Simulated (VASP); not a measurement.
# Pt (I4/mmm) in VASP: further runs

The runs below take Pt through single point, with r2SCAN.

All numbers are computed with VASP 6.6.1; they aren't measurements. Logs are shortened: lines on timing, memory, paths and dates and some standing lists are left out, and cuts for length are marked.

### 1 The cell of the first run

The structure is tetragonal, space group I4/mmm (No. 139). The conventional cell has a = 3.139 Å, b = 3.139 Å, c = 3.233 Å, α = 90.00°, β = 90.00°, γ = 90.00°. Within 3.6 Å of Pt (site symmetry 4/mmm) lie 14 Pt at 2.75 to 3.23 Å.

### 2 Single point, r2SCAN (strain +0.0300 x Voigt [0, 1, 0, 0, 0, 0])

File POSCAR:

```
Pt
1.0
   -1.5694863909      1.6165709826      1.5694863909
    1.5694863909     -1.6165709826      1.5694863909
    1.5694863909      1.6165709826     -1.5694863909
Pt
1
Direct
    0.0000000000      0.0000000000      0.0000000000
```

File INCAR.step1:

```
PREC = Accurate
ENCUT = 520
ISMEAR = 0
SIGMA = 0.15
LREAL = F
LASPH = T
NELM = 80
NBANDS = 11
GGA = PE
ALGO = Normal
EDIFF = 1E-4
LWAVE = T
LCHARG = F
```

File INCAR.step2:

```
PREC = Accurate
ENCUT = 520
EDIFF = 1E-6
ISMEAR = 0
SIGMA = 0.15
LREAL = F
LASPH = T
NELM = 80
ALGO = Normal
ISIF = 2
LWAVE = F
LCHARG = T
METAGGA = R2SCAN
LMIXTAU = T
LELF = T
LVHAR = T
NBANDS = 11
ISTART = 1
```

File KPOINTS:

```
regular mesh
0
Gamma
  26 26 26
```

Potentials or basis: VASP PAW PBE potentials, release 64 (Pt).

Command:

```bash
cat potpaw_PBE.64/Pt/POTCAR > POTCAR
cp INCAR.step1 INCAR
mpirun -np 1 vasp_std > vasp.out
cp INCAR.step2 INCAR
mpirun -np 1 vasp_std > vasp.out
```

OUTCAR:

```text
PREC = Accurate
   ENCUT = 520
   EDIFF = 1E-6
   ISMEAR = 0
   LREAL = F
   LASPH = T
   NELM = 80
   ISIF = 2
   METAGGA = R2SCAN
   ISTART = 1

 ion  position               nearest neighbor table
   1  0.000  0.000  0.000-

  LATTYP: Found a body centered tetragonal cell.
 ALAT       =     3.1389727818
 C/A-ratio  =     1.0300000000

  Lattice vectors:

 A1 = (  -1.5694863909,  -1.6165709826,   1.5694863909)
 A2 = (   1.5694863909,  -1.6165709826,  -1.5694863909)
 A3 = (   1.5694863909,   1.6165709826,   1.5694863909)

Analysis of symmetry for initial positions (statically):
=====================================================================
 Subroutine PRICEL returns:
 Original cell was already a primitive cell.

 Routine SETGRP: Setting up the symmetry group for a
 body centered tetragonal supercell.

 Subroutine GETGRP returns: Found 16 space group operations
 (whereof 16 operations were pure point group operations)
 out of a pool of 16 trial point group operations.

The static configuration has the point symmetry D_4h.

Analysis of symmetry for dynamics (positions and initial velocities):
=====================================================================
 Subroutine PRICEL returns:
 Original cell was already a primitive cell.

 Routine SETGRP: Setting up the symmetry group for a
 body centered tetragonal supercell.

 Subroutine GETGRP returns: Found 16 space group operations
 (whereof 16 operations were pure point group operations)
 out of a pool of 16 trial point group operations.

The dynamic configuration has the point symmetry D_4h.

 Subroutine INISYM returns: Found 16 space group operations
 (whereof 16 operations are pure point group operations),
 and found     1 'primitive' translations

----------------------------------------------------------------------------------------

                                     Primitive cell

  volume of cell :      15.9283

  direct lattice vectors                    reciprocal lattice vectors
    -1.569486391  1.616570983  1.569486391     0.000000000  0.309296657  0.318575556
     1.569486391 -1.616570983  1.569486391     0.318575556  0.000000000  0.318575556
     1.569486391  1.616570983 -1.569486391     0.318575556  0.309296657  0.000000000

  length of vectors
     2.745883611  2.745883611  2.745883611     0.444021178  0.450533872  0.444021178

  position of ions in fractional coordinates (direct lattice)
     0.000000000  0.000000000  0.000000000

  ion indices of the primitive-cell ions
   primitive index   ion index
                 1           1

----------------------------------------------------------------------------------------

 KPOINTS: regular mesh

Automatic generation of k-mesh.
 Grid dimensions read from file:
 generate k-points for:   26   26   26

 Generating k-lattice:

  Cartesian coordinates                     Fractional coordinates (reciprocal lattice)
     0.000000000  0.011896025  0.012252906     0.038461538  0.000000000  0.000000000
     0.012252906  0.000000000  0.012252906     0.000000000  0.038461538  0.000000000
     0.012252906  0.011896025  0.000000000     0.000000000  0.000000000  0.038461538

  Length of vectors
     0.017077738  0.017328226  0.017077738

  Shift w.r.t. Gamma in fractional coordinates (k-lattice)
     0.000000000  0.000000000  0.000000000

 Subroutine IBZKPT returns following result:
 ===========================================

 Found   1330 irreducible k-points:

 Following reciprocal coordinates:
            Coordinates               Weight
  0.000000  0.000000  0.000000      1.000000
  0.038462  0.000000  0.000000      8.000000
  0.076923  0.000000  0.000000      8.000000
  0.115385 -0.000000  0.000000      8.000000
  0.153846 -0.000000  0.000000      8.000000
  0.192308 -0.000000  0.000000      8.000000
[... 16 lines left out ...]
  0.307692  0.038462  0.000000     16.000000
  0.346154  0.038462  0.000000     16.000000
 [... further k-points ...]
   k-points           NKPTS =   1330   k-points in BZ     NKDIM =   1330   number of bands    NBANDS=     11
   number of dos      NEDOS =    301   number of ions     NIONS =      1
   total plane-waves  NPLWV =   8000
   dimension x,y,z NGX =    20 NGY =   20 NGZ =   20
   dimension x,y,z NGXF=    40 NGYF=   40 NGZF=   40
   ions per type =               1
   NGX,Y,Z   is equivalent  to a cutoff of  12.11, 12.11, 12.11 a.u.
   NGXF,Y,Z  is equivalent  to a cutoff of  24.22, 24.22, 24.22 a.u.
 SYSTEM =  unknown system
   PREC   = accura    normal or accurate (medium, high low for compatibility)
   ISTART =      1    job   : 0-new  1-cont  2-samecut
   ICHARG =      0    charge: 1-file 2-atom 10-const
   ISPIN  =      1    spin polarized calculation?
   LNONCOLLINEAR =      F non collinear calculations
   LSORBIT =      F    spin-orbit coupling
   LASPH  =      T    aspherical Exc in radial PAW
   ENCUT  =  520.0 eV  38.22 Ry    6.18 a.u.   5.11  5.11  5.11*2*pi/ulx,y,z
   NELM   =     80;   NELMIN=  2; NELMDL=  0     # of ELM steps
   EDIFF  = 0.1E-05   stopping-criterion for ELM
   LREAL  =      F    real-space projection
   EDIFFG = 0.1E-04   stopping-criterion for IOM
   NSW    =      0    number of steps for IOM
   IBRION =     -1    ionic relax: 0-MD 1-quasi-New 2-CG
   NFREE  =      0    steps in history (QN), initial steepest desc. (CG)
   ISIF   =      2    stress and relaxation
   ISYM   =      2    0-nonsym 1-usesym 2-fastsym
   POTIM  = 0.5000    time-step for ionic-motion
   TEBEG  =    0.0;   TEEND  =   0.0 temperature during run
   PSTRESS=    0.0 pullay stress
   NELECT =      10.0000    total number of electrons
   NUPDOWN=      -1.0000    fix difference up-down
   EMIN   =  10.00;   EMAX   =-10.00  energy-range for DOS
   EFERMI =   0.00;   METHOD = LEGACY
   ISMEAR =     0;   SIGMA  =   0.15  broadening in eV -4-tet -1-fermi 0-gaus
   EFERMI_NEDOS =   21; number of points for ismear=-14 and -15
   IALGO  =     38    algorithm
   IMIX   =      4    mixing-type and parameters
     AMIX     =   0.40;   BMIX     =  1.00
     AMIX_MAG =   1.60;   BMIX_MAG =  1.00
  volume/ion in A,a.u.               =      15.93       107.49
  Fermi-wavevector in a.u.,A,eV,Ry     =   1.401796  2.649011 26.735891  1.965033
  Thomas-Fermi vector in A             =   2.524622
   LORBIT       =      0    0 simple, 1 ext, 2 COOP (PROOUT), +10 PAW based schemes
   METAGGA = R2SCAN    functional components
   LHFCALC =     F    Hartree Fock is set to
   AEXX    =    0.0000 exact exchange contribution
   IVDW    =     0    specifies the selected vdW correction
   LEPSILON=     F    determine dielectric tensor
   LRPA    =     F    only Hartree local field effects (RPA)
 non-spin polarized calculation
 Gauss-broadening in eV      SIGMA  =   0.15
  energy-cutoff  :      520.00
  volume of cell :       15.93
 maximum number of plane-waves:       442
   NGX = 11   NGY = 11   NGZ = 11

 number of electron      10.0000000 magnetization

 Free energy of the ion-electron system (eV)
  ---------------------------------------------------
  ext. energy  EPLUGINS =         0.00000000
  ---------------------------------------------------
  free energy    TOTEN  =       -51.40871682 eV

  energy without entropy =      -51.39939237  energy(sigma->0) =      -51.40405460

 E-fermi :   9.8335     XC(G=0): -14.2180

 val. band max:        9.8334569331   @ k =  -0.4231  -0.4231   0.0769
 cond. band min:       9.8344957799   @ k =  -0.3462   0.4615   0.2308
 fundamental gap:      0.0010388468
 Fermi energy:         9.8335238086

 k-point     1 :       0.0000    0.0000    0.0000
  band No.  band energies     occupation
      1       0.1672      2.00000
      2       6.1764      2.00000
      3       6.1764      2.00000
      4       6.4200      2.00000
      5       8.5615      2.00000
      6       8.8586      2.00000
      7      27.5238      0.00000
      8      28.1104      0.00000
      9      28.1104      0.00000
     10      37.4284      0.00000
     11      38.0321      0.00000

 k-point     2 :       0.0385    0.0000    0.0000
  band No.  band energies     occupation
      1       0.2292      2.00000
      2       6.1781      2.00000
      3       6.1860      2.00000
      4       6.4362      2.00000
      5       8.5394      2.00000
      6       8.8492      2.00000
      7      27.5742      0.00000
      8      28.1389      0.00000
      9      28.1995      0.00000
     10      36.3450      0.00000
     11      37.3220      0.00000

 k-point     3 :       0.0769    0.0000    0.0000
  band No.  band energies     occupation
      1       0.4128      2.00000
      2       6.1673      2.00000
      3       6.1813      2.00000
      4       6.5333      2.00000
      5       8.4740      2.00000
      6       8.8294      2.00000
      7      27.6994      0.00000
      8      28.1916      0.00000
      9      28.4638      0.00000
     10      35.0911      0.00000
     11      35.9921      0.00000

 k-point     4 :       0.1154   -0.0000    0.0000
  band No.  band energies     occupation
      1       0.7102      2.00000
      2       6.0834      2.00000
      3       6.1820      2.00000
      4       6.7506      2.00000
      5       8.3775      2.00000
      6       8.8131      2.00000
      7      27.8156      0.00000
      8      28.1551      0.00000
      9      28.8941      0.00000
     10      34.0598      0.00000
     11      34.7134      0.00000
[... 239 lines left out ...]
 k-point    22 :       0.2692    0.0385    0.0000
  band No.  band energies     occupation
      1       2.7586      2.00000
      2       5.3937      2.00000
      3       6.4801      2.00000
      4       8.2269      2.00000
      5       8.8232      2.00000
      6       8.9066      2.00000
      7      23.1312      0.00000
      8      26.1215      0.00000
      9      30.5535      0.00000
     10      32.2539      0.00000
     11      34.4027      0.00000

 k-point    23 :       0.3077    0.0385    0.0000
  band No.  band energies     occupation
      1       3.0198      2.00000
      2       5.2454      2.00000
      3       6.9307      2.00000
      4       8.3157      2.00000
      5       8.9510      2.00000
      6       9.3959      1.99996
      7      21.4661      0.00000
      8      25.4864      0.00000
      9      29.4214      0.00000
     10      33.1746      0.00000
     11      34.7124      0.00000

 k-point    24 :       0.3462    0.0385    0.0000
  band No.  band energies     occupation
      1       3.1407      2.00000
      2       5.1186      2.00000
      3       7.5304      2.00000
      4       8.4702      2.00000
      5       9.0009      2.00000
      6       9.9572      0.24343
      7      19.8500      0.00000
      8      24.9353      0.00000
      9      28.3621      0.00000
     10      34.0472      0.00000
     11      34.9646      0.00000

 [... further k-points ...]

------------------------ aborting loop because EDIFF is reached ----------------------------------------

  FORCE on cell =-STRESS in cart. coord.  units (eV):
  Direction    XX          YY          ZZ          XY          YZ          ZX
  --------------------------------------------------------------------------------------
  -------------------------------------------------------------------------------------
  Total       -0.7149841     -0.4965488     -0.7149841      0.0000000      0.0000000      0.0000000
  in kB      -71.9179131    -49.9462244    -71.9179131      0.0000000      0.0000000      0.0000000
  external PRESSURE =     -64.5940169 kB  Pullay stress =       0.0000000 kB

 VOLUME and BASIS-vectors are now :
 -----------------------------------------------------------------------------
  energy-cutoff  :      520.00
  volume of cell :       15.93
      direct lattice vectors                 reciprocal lattice vectors
    -1.569486391  1.616570983  1.569486391     0.000000000  0.309296657  0.318575556
     1.569486391 -1.616570983  1.569486391     0.318575556  0.000000000  0.318575556
     1.569486391  1.616570983 -1.569486391     0.318575556  0.309296657  0.000000000

 POSITION                                       TOTAL-FORCE (eV/Angst)
 -----------------------------------------------------------------------------------
      0.00000      0.00000      0.00000        -0.000000     -0.000000     -0.000000
 -----------------------------------------------------------------------------------
    total drift:                                0.000000     -0.000000      0.000000

  FREE ENERGIE OF THE ION-ELECTRON SYSTEM (eV)
  ---------------------------------------------------
  free  energy   TOTEN  =       -51.4087168246 eV

  energy  without entropy=      -51.3993923714  energy(sigma->0) =      -51.40405460
```

It took 13 min on 1 thread of Intel Xeon 8259CL, shared host; peak memory 0.33 GiB.

What came out:

```
Free energy            : -51.4087 eV
Pressure               : -6.5 GPa
Band gap on the k mesh : zero (bands 5 and 6 overlap by 2.30 eV)
```

Caveat: the cell differs from its parent crystal (strain +0.0300 x Voigt [0, 1, 0, 0, 0, 0]); the cell stands under tension; the PAW data sets were made with another functional, which shifts forces and pressure a little; spin-orbit coupling is left out, which moves the levels of the heavy elements.

### 3 Single point, r2SCAN (strain +0.0350 x Voigt [0, 1, 0, 0, 0, 0])

File POSCAR:

```
Pt
1.0
   -1.5694863909      1.6244184146      1.5694863909
    1.5694863909     -1.6244184146      1.5694863909
    1.5694863909      1.6244184146     -1.5694863909
Pt
1
Direct
    0.0000000000      0.0000000000      0.0000000000
```

File INCAR.step1:

```
PREC = Accurate ; ENCUT = 520
ISMEAR = 0 ; SIGMA = 0.15
LREAL = F ; LASPH = T
NELM = 100 ; NBANDS = 11
GGA = PE ; ALGO = Normal
EDIFF = 1E-4 ; LWAVE = T
LCHARG = F
```

File INCAR.step2:

```
PREC = Accurate ; ENCUT = 520
EDIFF = 1E-7 ; ISMEAR = 0
SIGMA = 0.15 ; LREAL = F
LASPH = T ; NELM = 100
ALGO = Normal ; ISIF = 2
LWAVE = F ; LCHARG = T
METAGGA = R2SCAN ; LMIXTAU = T
LELF = T ; LVHAR = T
NBANDS = 11 ; ISTART = 1
```

KPOINTS is that of step 2.

Potentials or basis: VASP PAW PBE potentials, release 64 (Pt).

Command:

```bash
cat potpaw_PBE.64/Pt/POTCAR > POTCAR
cp INCAR.step1 INCAR
mpirun -np 1 vasp_std > vasp.out
cp INCAR.step2 INCAR
mpirun -np 1 vasp_std > vasp.out
```

Run time: 15 min. Hardware: 1 thread of Intel Xeon 8259CL, shared host; peak memory 0.33 GiB.

It converged, with:

```yaml
Free_energy: -51.4061 eV
Pressure: -7.6 GPa
Band_gap_on_the_k_mesh: zero (bands 5 and 6 overlap by 2.30 eV)
```

Stress tensor (GPa, compression positive):
```
-8.39  0.00  0.00
 0.00 -5.92  0.00
 0.00  0.00 -8.39
```

Levels at points of the mesh, in eV from the Fermi level:
| k point | band 2 | band 3 | band 4 | band 5 | band 6 | band 7 | band 8 | band 9 |
| --- | --- | --- | --- | --- | --- | --- | --- | --- |
| (0.00, 0.00, 0.00) | -3.64 | -3.64 | -3.36 | -1.29 | -0.95 | 17.63 | 18.31 | 18.31 |
| (0.50, 0.00, 0.00) | -4.88 | -1.46 | -0.80 | 0.41 | 1.01 | 6.38 | 14.19 | 16.77 |
| (0.00, 0.50, 0.00) | -5.20 | -1.04 | -0.69 | 0.62 | 1.09 | 6.69 | 13.78 | 15.91 |
| (0.50, 0.50, 0.50) | -6.18 | 0.45 | 0.56 | 0.56 | 7.35 | 8.42 | 8.42 | 13.17 |

Caveat: the cell differs from its parent crystal (strain +0.0350 x Voigt [0, 1, 0, 0, 0, 0]); the cell stands under tension; the PAW data sets were made with another functional, which shifts forces and pressure a little; spin-orbit coupling is left out, which moves the levels of the heavy elements.

### 4 Single point, r2SCAN (strain +0.0400 x Voigt [0, 1, 0, 0, 0, 0])

File POSCAR:

```
Pt
1.0
   -1.5694863909      1.6322658465      1.5694863909
    1.5694863909     -1.6322658465      1.5694863909
    1.5694863909      1.6322658465     -1.5694863909
Pt
1
Direct
    0.0000000000      0.0000000000      0.0000000000
```

File INCAR.step1:

```
ALGO = Normal ; EDIFF = 1E-4
ENCUT = 520 ; GGA = PE
ISMEAR = 0 ; LASPH = T
LCHARG = F ; LREAL = F
LWAVE = T ; NBANDS = 11
NELM = 100 ; PREC = Accurate
SIGMA = 0.15
```

File INCAR.step2:

```
ALGO = Normal ; EDIFF = 1E-6
ENCUT = 520 ; ISIF = 2
ISMEAR = 0 ; ISTART = 1
LASPH = T ; LCHARG = F
LMIXTAU = T ; LREAL = F
LWAVE = F ; METAGGA = R2SCAN
NBANDS = 11 ; NELM = 100
PREC = Accurate ; SIGMA = 0.15
```

File KPOINTS:

```
k-points
0
Gamma
  26 26 26
```

Command:

```bash
cat potpaw_PBE.64/Pt/POTCAR > POTCAR
cp INCAR.step1 INCAR
mpirun -np 1 vasp_std > vasp.out
cp INCAR.step2 INCAR
mpirun -np 1 vasp_std > vasp.out
```

Wall time 13 min (1 thread of Intel Xeon 8259CL, shared host); peak memory 0.33 GiB.

It converged, with:

- Free energy: -51.4031 eV
- Pressure: -8.6 GPa
- Band gap on the k mesh: zero (bands 5 and 6 overlap by 2.29 eV)

Stress tensor (GPa, compression positive):
```
-9.51  0.00  0.00
 0.00 -6.79  0.00
 0.00  0.00 -9.51
```

Levels at points of the mesh, in eV from the Fermi level:
| k point | band 2 | band 3 | band 4 | band 5 | band 6 | band 7 | band 8 | band 9 |
| --- | --- | --- | --- | --- | --- | --- | --- | --- |
| (0.00, 0.00, 0.00) | -3.63 | -3.63 | -3.31 | -1.31 | -0.93 | 17.57 | 18.34 | 18.34 |
| (0.50, 0.00, 0.00) | -4.83 | -1.48 | -0.79 | 0.42 | 1.00 | 6.33 | 14.21 | 16.76 |
| (0.00, 0.50, 0.00) | -5.18 | -1.00 | -0.67 | 0.66 | 1.08 | 6.67 | 13.74 | 15.79 |
| (0.50, 0.50, 0.50) | -6.14 | 0.43 | 0.56 | 0.56 | 7.24 | 8.46 | 8.46 | 13.08 |

Caveat: the cell differs from its parent crystal (strain +0.0400 x Voigt [0, 1, 0, 0, 0, 0]); the cell stands under tension; the PAW data sets were made with another functional, which shifts forces and pressure a little; spin-orbit coupling is left out, which moves the levels of the heavy elements.

### 5 Summary

| cell | gap on the mesh (eV) | pressure (GPa) |
| --- | --- | --- |
| a = 2.746 Å, angles 110.3, 107.9, 110.3°, 1 atom | none | -6.5 |
| a = 2.751 Å, angles 110.4, 107.6, 110.4°, 1 atom | none | -7.6 |
| a = 2.755 Å, angles 110.5, 107.3, 110.5°, 1 atom | none | -8.6 |

Alike in all rows: task single point; level r2SCAN; potentials or basis VASP PAW PBE potentials, release 64 (Pt); no spin polarisation; k mesh 26 × 26 × 26; cutoff (eV) 520; smearing gaussian 0.15 eV.

Caveats: the cell stands under tension; the PAW data sets were made with another functional, which shifts forces and pressure a little; spin-orbit coupling is left out, which moves the levels of the heavy elements.

Absolute energies hang on the potentials; compare differences alone.
